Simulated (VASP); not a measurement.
Here is a VASP 6.6.1 calculation.

INCAR

```
SYSTEM = CuO
PREC = Accurate
ENCUT = 520
EDIFF = 1E-6
ISMEAR = -1
SIGMA = 0.06122561905347299
LREAL = .False.
LASPH = .True.
NELM = 100
ALGO = Normal
ISIF = 2
LWAVE = .False.
LCHARG = .True.
GGA = PE
LELF = .True.
LVHAR = .True.
NBANDS = 16
```

KPOINTS

```
Automatic mesh
0
Gamma
  15 15 15
  0 0 0
```

Contents of POSCAR:

```
CuO
1.0
    0.0000000000      2.1497630175      2.1497630175
    2.1497630175      0.0000000000      2.1497630175
    2.1497630175      2.1497630175      0.0000000000
Cu O
1 1
Direct
    0.0000000000      0.0000000000      0.0000000000
    0.5000000000      0.5000000000      0.5000000000
```

Potentials or basis: VASP PAW PBE potentials, release 64 (Cu, O).

The run is started by

```bash
$ cat potpaw_PBE.64/Cu/POTCAR potpaw_PBE.64/O/POTCAR > POTCAR
$ mpirun -np 1 vasp_std > vasp.out
```

**Question.** Estimate the pressure.

**Answer.** -6.1 GPa.

**Question.** Predict the band gap on the k mesh.

**Answer.** Zero (an odd number of electrons rules out a gap without spin polarisation).

Caveat: the cell stands under tension; an odd number of electrons without spin polarisation forces a metal; a magnetic or distorted state may lie lower; semilocal functionals often make such compounds metallic where correlation or magnetic order opens a gap, which also shifts bond lengths. With open d or f shells a metallic result of PBE can be an artefact of self-interaction; +U or a hybrid may open a gap.
